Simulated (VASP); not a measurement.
# MoS2 (P6_3/mmc) in VASP: notebook, part 2 of 2

VASP 6.6.1.

## Step 3: Single point, BLYP+D3(BJ)

This run uses another cell than the first one, of 17.27 Å³/atom.

Input file INCAR:

```
AGGAC = 1.0
AGGAX = 1.0
ALDAC = 0.0
ALDAX = 1.0
ALGO = Normal
EDIFF = 1E-6
ENCUT = 520
GGA = B5
ISIF = 2
ISMEAR = -1
IVDW = 12
LASPH = True
LCHARG = False
LREAL = False
LWAVE = False
NBANDS = 35
NELM = 80
PREC = Accurate
SIGMA = 0.05
VDW_A1 = 0.4298
VDW_A2 = 4.2359
VDW_S6 = 1.0
VDW_S8 = 2.6996
```

Input file KPOINTS:

```
k-points
0
Gamma
  10 10 3
```

Input file POSCAR:

```
MoS2
1.0
    3.1798911845      0.0000000000      0.0000000000
   -1.5899455922      2.7538665470      0.0000000000
    0.0000000000      0.0000000000     11.8309325896
Mo S
2 4
Direct
    0.6666666667      0.3333333333      0.7500000000
    0.3333333333      0.6666666667      0.2500000000
    0.6666666667      0.3333333333      0.3826829102
    0.3333333333      0.6666666667      0.8826829102
    0.6666666667      0.3333333333      0.1173170898
    0.3333333333      0.6666666667      0.6173170898
```

Potentials or basis: VASP PAW PBE potentials, release 64 (Mo_sv, S).

Command:

```bash
$ cat potpaw_PBE.64/Mo_sv/POTCAR potpaw_PBE.64/S/POTCAR > POTCAR
$ mpirun -np 1 vasp_std > vasp.out
```

OUTCAR:

```text
EDIFF = 1E-6
   ENCUT = 520
   GGA = B5
   ISIF = 2
   ISMEAR = -1
   IVDW = 12
   LASPH = True
   LREAL = False
   NELM = 80
   PREC = Accurate
 IVDW          = 12

 ion  position               nearest neighbor table
   1  0.667  0.333  0.750-   4 2.42   6 2.42   4 2.42   6 2.42   4 2.42   6 2.42
   2  0.333  0.667  0.250-   3 2.42   5 2.42   3 2.42   5 2.42   3 2.42   5 2.42
   3  0.667  0.333  0.383-   2 2.42   2 2.42   2 2.42
   4  0.333  0.667  0.883-   1 2.42   1 2.42   1 2.42
   5  0.667  0.333  0.117-   2 2.42   2 2.42   2 2.42
   6  0.333  0.667  0.617-   1 2.42   1 2.42   1 2.42
[... 1125 lines left out ...]
  -------------------------------------------------------------------------------------
  Total       0.02064     0.02064    -0.03017     0.00000     0.00000     0.00000
  in kB       0.31925     0.31925    -0.46650     0.00000     0.00000     0.00000
  external pressure =        0.06 kB  Pullay stress =        0.00 kB

 VOLUME and BASIS-vectors are now :
 -----------------------------------------------------------------------------
  energy-cutoff  :      520.00
  volume of cell :      103.60
      direct lattice vectors                 reciprocal lattice vectors
     3.179891185  0.000000000  0.000000000     0.314476170  0.181562901  0.000000000
    -1.589945592  2.753866547  0.000000000     0.000000000  0.363125803  0.000000000
     0.000000000  0.000000000 11.830932590     0.000000000  0.000000000  0.084524191

 POSITION                                       TOTAL-FORCE (eV/Angst)
 -----------------------------------------------------------------------------------
      1.58995      0.91796      8.87320        -0.000000      0.000000     -0.000000
     -0.00000      1.83591      2.95773         0.000000     -0.000000     -0.000000
      1.58995      0.91796      4.52750         0.000000      0.000000      0.003303
     -0.00000      1.83591     10.44296        -0.000000      0.000000      0.003303
      1.58995      0.91796      1.38797         0.000000     -0.000000     -0.003303
     -0.00000      1.83591      7.30344        -0.000000      0.000000     -0.003303
 -----------------------------------------------------------------------------------
    total drift:                               -0.000000      0.000000     -0.000000

  FREE ENERGIE OF THE ION-ELECTRON SYSTEM (eV)
  ---------------------------------------------------
  free  energy   TOTEN  =       -44.0252062679 eV

  energy  without entropy=      -44.0251907710  energy(sigma->0) =      -44.02519852
```

OSZICAR:

```text
N       E                     dE             d eps       ncg     rms          rms(c)
DAV:   1     0.449064569184E+03    0.44906E+03   -0.29457E+04  2136   0.142E+03
DAV:   2    -0.187538417999E+02   -0.46782E+03   -0.45302E+03  2359   0.369E+02
DAV:   3    -0.410505950036E+02   -0.22297E+02   -0.21888E+02  2349   0.741E+01
DAV:   4    -0.414700801085E+02   -0.41949E+00   -0.41818E+00  2338   0.104E+01
DAV:   5    -0.414777383553E+02   -0.76582E-02   -0.76571E-02  2311   0.142E+00    0.318E+01
DAV:   6    -0.392280386027E+02    0.22497E+01   -0.14551E+01  2109   0.241E+01    0.130E+01
DAV:   7    -0.386034286439E+02    0.62461E+00   -0.70216E+00  2047   0.165E+01    0.807E+00
DAV:   8    -0.382198562775E+02    0.38357E+00   -0.87331E-01  2113   0.634E+00    0.318E+00
DAV:   9    -0.382352943021E+02   -0.15438E-01   -0.12612E-01  2253   0.176E+00    0.143E+00
DAV:  10    -0.382234274640E+02    0.11867E-01   -0.46000E-02  2169   0.142E+00    0.488E-01
DAV:  11    -0.382234782767E+02   -0.50813E-04   -0.27772E-03  2170   0.279E-01    0.280E-01
DAV:  12    -0.382231417909E+02    0.33649E-03   -0.58702E-04  2173   0.146E-01    0.139E-01
DAV:  13    -0.382231046474E+02    0.37144E-04   -0.22481E-04  2248   0.760E-02    0.875E-03
DAV:  14    -0.382231053070E+02   -0.65960E-06   -0.14945E-05  1903   0.187E-02    0.325E-02
DAV:  15    -0.382231052052E+02    0.10177E-06   -0.25426E-07  1217   0.340E-03
   1 F= -.44025206E+02 E0= -.44025199E+02  d E =-.154969E-04
```

Wall time 1.8 min (1 thread of Intel Xeon Platinum 8488C (Sapphire Rapids), shared host); peak memory 0.26 GiB.

Results:

* Free energy: -44.0252 eV
* Pressure: 0.0 GPa
* Largest force: 0.003 eV/Å
* Band gap on the k mesh: 0.72 eV (least direct gap 1.80 eV)
* Dispersion energy per atom: -0.967 eV

Forces in eV/Å, atoms in the order of the input:
```
Mo   0.000  0.000  0.000
Mo   0.000  0.000  0.000
S    0.000  0.000  0.003
S    0.000  0.000  0.003
S    0.000  0.000 -0.003
S    0.000  0.000 -0.003
```

Caveat: the PAW data sets were made with another functional, which shifts forces and pressure a little.

## Step 4: Single point, BLYP+D4

This run uses another cell than the first one, of 17.67 Å³/atom.

Input file INCAR:

```
  PREC = Accurate
  ENCUT = 520
  EDIFF = 1E-6
  ISMEAR = -1
  SIGMA = 0.05
  LREAL = F
  LASPH = T
  NELM = 80
  ALGO = Normal
  ISIF = 2
  LWAVE = F
  LCHARG = F
  GGA = B5
  ALDAX = 1.0
  AGGAX = 1.0
  AGGAC = 1.0
  ALDAC = 0.0
  IVDW = 13
  VDW_S6 = 1.0
  VDW_S8 = 2.34076671
  VDW_A1 = 0.44488865
  VDW_A2 = 4.0933009
  NBANDS = 35
```

Input file KPOINTS:

```
Automatic mesh
0
Gamma
  10 10 3
```

Input file POSCAR:

```
MoS2
1.0
    3.1957861889      0.0000000000      0.0000000000
   -1.5978930944      2.7676320246      0.0000000000
    0.0000000000      0.0000000000     11.9837838708
Mo S
2 4
Direct
    0.6666666667      0.3333333333      0.7500000000
    0.3333333333      0.6666666667      0.2500000000
    0.6666666667      0.3333333333      0.3807863215
    0.3333333333      0.6666666667      0.8807863215
    0.6666666667      0.3333333333      0.1192136785
    0.3333333333      0.6666666667      0.6192136785
```

Potentials or basis: VASP PAW PBE potentials, release 64 (Mo_sv, S).

Command:

```bash
$ cat potpaw_PBE.64/Mo_sv/POTCAR potpaw_PBE.64/S/POTCAR > POTCAR
$ mpirun -np 1 vasp_std > vasp.out
```

OUTCAR:

```text
PREC = Accurate
   ENCUT = 520
   EDIFF = 1E-6
   ISMEAR = -1
   LREAL = F
   LASPH = T
   NELM = 80
   ISIF = 2
   GGA = B5
   IVDW = 13

 ion  position               nearest neighbor table
   1  0.667  0.333  0.750-   4 2.42   6 2.42   4 2.42   6 2.42   4 2.42   6 2.42
   2  0.333  0.667  0.250-   3 2.42   5 2.42   3 2.42   5 2.42   3 2.42   5 2.42
   3  0.667  0.333  0.381-   2 2.42   2 2.42   2 2.42
   4  0.333  0.667  0.881-   1 2.42   1 2.42   1 2.42
   5  0.667  0.333  0.119-   2 2.42   2 2.42   2 2.42
   6  0.333  0.667  0.619-   1 2.42   1 2.42   1 2.42

  LATTYP: Found a hexagonal cell.
 ALAT       =     3.1957861889
 C/A-ratio  =     3.7498703488

  Lattice vectors:

 A1 = (   3.1957861889,   0.0000000000,   0.0000000000)
 A2 = (  -1.5978930944,   2.7676320246,   0.0000000000)
 A3 = (   0.0000000000,   0.0000000000,  11.9837838708)

Analysis of symmetry for initial positions (statically):
=====================================================================
 Subroutine PRICEL returns:
 Original cell was already a primitive cell.

 Routine SETGRP: Setting up the symmetry group for a
 hexagonal supercell.

 Subroutine GETGRP returns: Found 24 space group operations
 (whereof 12 operations were pure point group operations)
 out of a pool of 24 trial point group operations.

The static configuration has the point symmetry D_3d.
 The point group associated with its full space group is D_6h.

Analysis of symmetry for dynamics (positions and initial velocities):
=====================================================================
 Subroutine PRICEL returns:
 Original cell was already a primitive cell.

 Routine SETGRP: Setting up the symmetry group for a
 hexagonal supercell.

 Subroutine GETGRP returns: Found 24 space group operations
[... 129 lines left out ...]
   IALGO  =     38    algorithm
   IMIX   =      4    mixing-type and parameters
     AMIX     =   0.40;   BMIX     =  1.00
     AMIX_MAG =   1.60;   BMIX_MAG =  1.00
  volume/ion in A,a.u.               =      17.67       119.21
  Fermi-wavevector in a.u.,A,eV,Ry     =   1.291168  2.439953 22.682458  1.667114
  Thomas-Fermi vector in A             =   2.422954
   LORBIT       =      0    0 simple, 1 ext, 2 COOP (PROOUT), +10 PAW based schemes
   GGA     = B5    functional components
   LHFCALC =     F    Hartree Fock is set to
   AEXX    =    0.0000 exact exchange contribution
   IVDW    =    13    specifies the selected vdW correction
   LEPSILON=     F    determine dielectric tensor
   LRPA    =     F    only Hartree local field effects (RPA)
 non-spin polarized calculation
  energy-cutoff  :      520.00
  volume of cell :      105.99
 maximum number of plane-waves:      2880
 NGX is ok and might be reduce to    24
   NGX = 11   NGY = 11   NGZ = 45

 number of electron      52.0000002 magnetization

 Free energy of the ion-electron system (eV)
  ---------------------------------------------------
  ext. energy  EPLUGINS =         0.00000000
  ---------------------------------------------------
  free energy    TOTEN  =       -38.34979847 eV

  energy without entropy =      -38.34978931  energy(sigma->0) =      -38.34979389

 E-fermi :   8.5213     XC(G=0): -10.3356

 val. band max:        8.1804568572   @ k =   0.0000   0.0000   0.0000
 cond. band min:       8.9676186123   @ k =   0.2000   0.2000   0.0000
 fundamental gap:      0.7871617551
 Fermi energy:         8.5212835855

 k-point     1 :       0.0000    0.0000    0.0000
  band No.  band energies     occupation
      1     -53.3135      2.00000
      2     -53.3135      2.00000
      3     -27.5546      2.00000
      4     -27.5545      2.00000
      5     -27.3767      2.00000
      6     -27.3767      2.00000
[... 901 lines left out ...]
     34      11.7716      0.00000
     35      14.0192      0.00000

 [... further k-points ...]

------------------------ aborting loop because EDIFF is reached ----------------------------------------

  DFT-D4 for vdW energy calculation

  Edisp (eV):   -4.95342

  FORCE on cell =-STRESS in cart. coord.  units (eV):
  Direction    XX          YY          ZZ          XY          YZ          ZX
  --------------------------------------------------------------------------------------
  -------------------------------------------------------------------------------------
  Total       0.03137     0.03137    -0.03148     0.00000    -0.00000    -0.00000
  in kB       0.47423     0.47423    -0.47577     0.00000    -0.00000    -0.00000
  external pressure =        0.16 kB  Pullay stress =        0.00 kB

 VOLUME and BASIS-vectors are now :
 -----------------------------------------------------------------------------
  energy-cutoff  :      520.00
  volume of cell :      105.99
      direct lattice vectors                 reciprocal lattice vectors
     3.195786189  0.000000000  0.000000000     0.312912048  0.180659855  0.000000000
    -1.597893094  2.767632025  0.000000000     0.000000000  0.361319710  0.000000000
     0.000000000  0.000000000 11.983783871     0.000000000  0.000000000  0.083446098

 POSITION                                       TOTAL-FORCE (eV/Angst)
 -----------------------------------------------------------------------------------
      1.59789      0.92254      8.98784         0.000000      0.000000      0.000000
     -0.00000      1.84509      2.99595         0.000000     -0.000000      0.000000
      1.59789      0.92254      4.56326         0.000000      0.000000     -0.004782
     -0.00000      1.84509     10.55515        -0.000000     -0.000000     -0.004782
      1.59789      0.92254      1.42863         0.000000      0.000000      0.004782
     -0.00000      1.84509      7.42052        -0.000000     -0.000000      0.004782
 -----------------------------------------------------------------------------------
    total drift:                                0.000000     -0.000000      0.000000

  FREE ENERGIE OF THE ION-ELECTRON SYSTEM (eV)
  ---------------------------------------------------
  free  energy   TOTEN  =       -43.3032142663 eV

  energy  without entropy=      -43.3032051007  energy(sigma->0) =      -43.30320968
```

OSZICAR:

```text
N       E                     dE             d eps       ncg     rms          rms(c)
DAV:   1     0.446844832203E+03    0.44684E+03   -0.29375E+04  2160   0.141E+03
DAV:   2    -0.180000014927E+02   -0.46484E+03   -0.44973E+03  2349   0.367E+02
DAV:   3    -0.411836713176E+02   -0.23184E+02   -0.22678E+02  2330   0.746E+01
DAV:   4    -0.416606678315E+02   -0.47700E+00   -0.47576E+00  2336   0.111E+01
DAV:   5    -0.416693769598E+02   -0.87091E-02   -0.87080E-02  2304   0.149E+00    0.312E+01
DAV:   6    -0.393870186675E+02    0.22824E+01   -0.15000E+01  2106   0.244E+01    0.130E+01
DAV:   7    -0.387205483003E+02    0.66647E+00   -0.68875E+00  2066   0.166E+01    0.791E+00
DAV:   8    -0.383471265937E+02    0.37342E+00   -0.86265E-01  2120   0.626E+00    0.311E+00
DAV:   9    -0.383613389462E+02   -0.14212E-01   -0.12180E-01  2236   0.173E+00    0.138E+00
DAV:  10    -0.383501575648E+02    0.11181E-01   -0.43701E-02  2175   0.139E+00    0.513E-01
DAV:  11    -0.383501994031E+02   -0.41838E-04   -0.26699E-03  2133   0.275E-01    0.291E-01
DAV:  12    -0.383498340195E+02    0.36538E-03   -0.65138E-04  2170   0.154E-01    0.136E-01
DAV:  13    -0.383497980223E+02    0.35997E-04   -0.22552E-04  2277   0.757E-02    0.111E-02
DAV:  14    -0.383497985607E+02   -0.53846E-06   -0.15101E-05  1920   0.185E-02    0.343E-02
DAV:  15    -0.383497984748E+02    0.85957E-07   -0.25304E-07  1217   0.340E-03
   1 F= -.43303214E+02 E0= -.43303210E+02  d E =-.916564E-05
```

It took 1.7 min on 1 thread of Intel Xeon Platinum 8488C (Sapphire Rapids), shared host; peak memory 0.25 GiB.

Results:

| Property | Result |
| --- | --- |
| Free energy | -43.3032 eV |
| Pressure | 0.0 GPa |
| Largest force | 0.005 eV/Å |
| Band gap on the k mesh | 0.79 eV (least direct gap 1.77 eV) |
| Dispersion energy per atom | -0.826 eV |

Forces in eV/Å, atoms in the order of the input:
```
Mo   0.000  0.000  0.000
Mo   0.000  0.000  0.000
S    0.000  0.000 -0.005
S    0.000  0.000 -0.005
S    0.000  0.000  0.005
S    0.000  0.000  0.005
```

Stress tensor (GPa, compression positive):
```
 0.05  0.00  0.00
 0.00  0.05  0.00
 0.00  0.00 -0.05
```

Levels at points of the mesh, in eV from the valence-band top:
```tsv
k point	band 23	band 24	band 25	band 26	band 27	band 28	band 29	band 30
(0.00, 0.00, 0.00)	-2.26	-1.18	-0.99	0.00	1.89	1.89	1.94	1.94
(0.50, 0.00, 0.00)	-1.93	-1.65	-1.44	-1.27	1.35	1.41	1.76	2.03
```

Caveat: the PAW data sets were made with another functional, which shifts forces and pressure a little.

## Step 5: Single point, PBE

Input file INCAR:

```
PREC     = Accurate       # precision mode
ENCUT    = 520            # plane-wave cutoff, eV
EDIFF    = 1E-7           # SCF threshold, eV
ISMEAR   = 0              # smearing method
SIGMA    = 0.015          # smearing width, eV
LREAL    = False          # projectors in reciprocal space
LASPH    = True           # aspherical terms in the spheres
NELM     = 80             # most SCF steps
ALGO     = Normal         # electronic algorithm
ISIF     = 2              # what is computed and relaxed
LWAVE    = False          # write WAVECAR
LCHARG   = False          # write CHGCAR
GGA      = PE             # functional
NBANDS   = 35             # bands
```

Input file KPOINTS:

```
regular mesh
0
Gamma
  10 10 3
```

Input file POSCAR:

```
MoS2
1.0
    3.1690000000      0.0000000000      0.0000000000
   -1.5845000000      2.7444345046      0.0000000000
    0.0000000000      0.0000000000     12.3240000000
Mo S
2 4
Direct
    0.6666666667      0.3333333333      0.7500000000
    0.3333333333      0.6666666667      0.2500000000
    0.6666666667      0.3333333333      0.3770000000
    0.3333333333      0.6666666667      0.8770000000
    0.6666666667      0.3333333333      0.1230000000
    0.3333333333      0.6666666667      0.6230000000
```

Command:

```bash
$ cat potpaw_PBE.64/Mo_sv/POTCAR potpaw_PBE.64/S/POTCAR > POTCAR
$ mpirun -np 1 vasp_std > vasp.out
```

Wall time 87 s (1 thread of Intel Xeon Platinum 8488C (Sapphire Rapids), shared host); peak memory 0.26 GiB.

The run converged. Its results:

- Free energy: -43.6142 eV
- Pressure: 1.9 GPa
- Largest force: 0.078 eV/Å
- Band gap on the k mesh: 0.94 eV (least direct gap 1.87 eV)

Forces in eV/Å, atoms in the order of the input:
```
Mo   0.000  0.000  0.000
Mo   0.000  0.000  0.000
S    0.000  0.000 -0.078
S    0.000  0.000 -0.078
S    0.000  0.000  0.078
S    0.000  0.000  0.078
```

Stress tensor (GPa, compression positive):
```
1.74 0.00 0.00
0.00 1.74 0.00
0.00 0.00 2.11
```

Levels at points of the mesh, in eV from the valence-band top:
```csv
k point,band 23,band 24,band 25,band 26,band 27,band 28,band 29,band 30
"(0.00, 0.00, 0.00)",-2.12,-1.18,-1.14,0.00,2.11,2.11,2.14,2.14
"(0.50, 0.00, 0.00)",-1.72,-1.52,-1.39,-1.27,1.61,1.66,2.01,2.27
```

Caveat: this functional lacks dispersion, which binds layers or chains, so the pressure and a relaxed spacing across them are unreliable. Expect the measured gap to be larger: semilocal functionals such as PBE lack the derivative discontinuity.

## Step 6: Summary

| task | level | cell | cutoff (eV) | smearing | gap on the mesh (eV) | pressure (GPa) | largest force (eV/Å) |
| --- | --- | --- | --- | --- | --- | --- | --- |
| relaxation of cell and atoms | PBEsol+D4 | relaxed from a = 3.169, b = 3.169, c = 12.324 Å, angles 90.0, 90.0, 120.0°, 6 atoms, atomic positions A | 600 | fermi-dirac 0.05 eV | 0.72 | 0.0 | 0.01 |
| single point | BLYP+D3(BJ) | a = 3.180, b = 3.180, c = 11.831 Å, angles 90.0, 90.0, 120.0°, 6 atoms, atomic positions B | 520 | fermi-dirac 0.05 eV | 0.72 | 0.0 | - |
| single point | BLYP+D4 | a = 3.196, b = 3.196, c = 11.984 Å, angles 90.0, 90.0, 120.0°, 6 atoms, atomic positions C | 520 | fermi-dirac 0.05 eV | 0.79 | 0.0 | - |
| single point | PBE | a = 3.169, b = 3.169, c = 12.324 Å, angles 90.0, 90.0, 120.0°, 6 atoms, atomic positions A | 520 | gaussian 0.015 eV | 0.94 | 1.9 | 0.08 |

Alike in all rows: potentials or basis VASP PAW PBE potentials, release 64 (Mo_sv, S); no spin polarisation; k mesh 10 × 10 × 3.

Caveats: the PAW data sets were made with another functional, which shifts forces and pressure a little (at least some runs); this functional lacks dispersion, which binds layers or chains, so the pressure and a relaxed spacing across them are unreliable (at least some runs).

Total energies depend on the potentials used, so only differences within one code and one set of settings carry meaning.

## Step 7: Comparison with measurements

Step 3. Measured gap of MoS2: 1.3 eV (indirect; 300 K; “Multiwavelength excitation Raman Scattering Analysis of bulk and 2 dimensional MoS2: Vibrational properties of atomically thin MoS2 layers”, 2015, arxiv:1506.03228). This calculation gives 0.72 eV (-0.58 eV). Spin-orbit coupling on Mo is left out. The value is that of BLYP+D3(BJ) on a finite k mesh, which can miss the band edges, without temperature or zero-point motion. Semilocal functionals fall short of measured gaps as a rule.

Step 4. A measured gap of MoS2 is 1.3 eV (indirect; 300 K; “Multiwavelength excitation Raman Scattering Analysis of bulk and 2 dimensional MoS2: Vibrational properties of atomically thin MoS2 layers”, 2015, arxiv:1506.03228); the calculated 0.79 eV misses it by -0.51 eV. Spin-orbit coupling on Mo is left out. The value is that of BLYP+D4 on a finite k mesh, which can miss the band edges, without temperature or zero-point motion. Semilocal functionals fall short of measured gaps as a rule.
